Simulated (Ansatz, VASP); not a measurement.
## Cr in VASP and in Ansatz

```
Cr
1.0
    -1.44195    1.44195    1.44195
     1.44195   -1.44195    1.44195
     1.44195    1.44195   -1.44195
Cr
1
Cartesian
  0.0000 0.0000 0.0000
```

Change from the starting cell: parallel moments scaled by 0.1, free total moment.

Alike in both runs: task single point; functional LDA; k mesh 14 × 14 × 14; occupations gaussian, width 0.05 eV; collinear spin.

|  | VASP | Ansatz |
| --- | --- | --- |
| version | VASP 6.6.1 | Ansatz 0.2.0 |
| potentials or method | VASP PAW LDA potentials, release 64 (Cr_pv), cutoff 500 eV | PAW, plane waves, scalar-relativistic |
| valence electrons in the cell | 12 | 14 |

Ansatz gave:

```
pressure (GPa)           : -24.5
net moment per atom (μB) : 0.00
```

**Question.** What did VASP give for the same quantities?

**Answer.** Pressure (GPa): -24.6; net moment per atom (μB): 0.00.

LDA's correlation is that of Perdew and Zunger in VASP and of Perdew and Wang (1992) in Ansatz. VASP's potentials hold 12 valence electrons a cell and Ansatz's 14, so a difference there can come from the potentials and not from the codes. Ansatz's warnings: seeded moment not kept.
